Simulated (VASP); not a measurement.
Wanted: the native input for a VASP 6.6.1 run.

```yaml
Task: single point
Functional: PBE
Potentials_or_basis: VASP PAW PBE potentials, release 64 (B, N)
Cutoff: 520 eV
k_mesh: 10 × 10 × 10
Occupations: gaussian, width 0.01 eV
Spin: no spin polarisation
Dipole_correction: no
Further_INCAR_settings: ALGO = Normal; EDIFF = 1e-06; NBANDS = 11
```

The structure of BN (Qingsongite) lies in POSCAR:

```
BN
1.0
    0.0000000000      1.7753526883      1.7753526883
    1.7753526883      0.0000000000      1.7753526883
    1.7753526883      1.7753526883      0.0000000000
B N
1 1
Direct
    0.0000000000      0.0000000000      0.0000000000
    0.2500000000      0.2500000000      0.2500000000
```

This cell differs from its parent crystal: volume changed by -6%.

The input as run:

INCAR

```
SYSTEM = BN
PREC = Accurate
ENCUT = 520
EDIFF = 1E-6
ISMEAR = 0
SIGMA = 0.01
LREAL = .FALSE.
LASPH = .TRUE.
NELM = 80
ALGO = Normal
ISIF = 2
LWAVE = .FALSE.
LCHARG = .FALSE.
GGA = PE
NBANDS = 11
```

KPOINTS

```
Automatic mesh
0
G
  10 10 10
  0 0 0
```

Potentials or basis: VASP PAW PBE potentials, release 64 (B, N).

Run with:

```console
$ cat potpaw_PBE.64/B/POTCAR potpaw_PBE.64/N/POTCAR > POTCAR
$ mpirun -np 1 vasp_std > vasp.out
```

Results of the run:

```json
{"Pressure": "26.2 GPa", "Band gap on the k mesh": "4.51 eV, indirect (least direct gap 9.08 eV)"}
```

It took 3.9 s on 1 thread of Intel Xeon 6975P-C, on a shared host, peak memory 0.12 GiB.
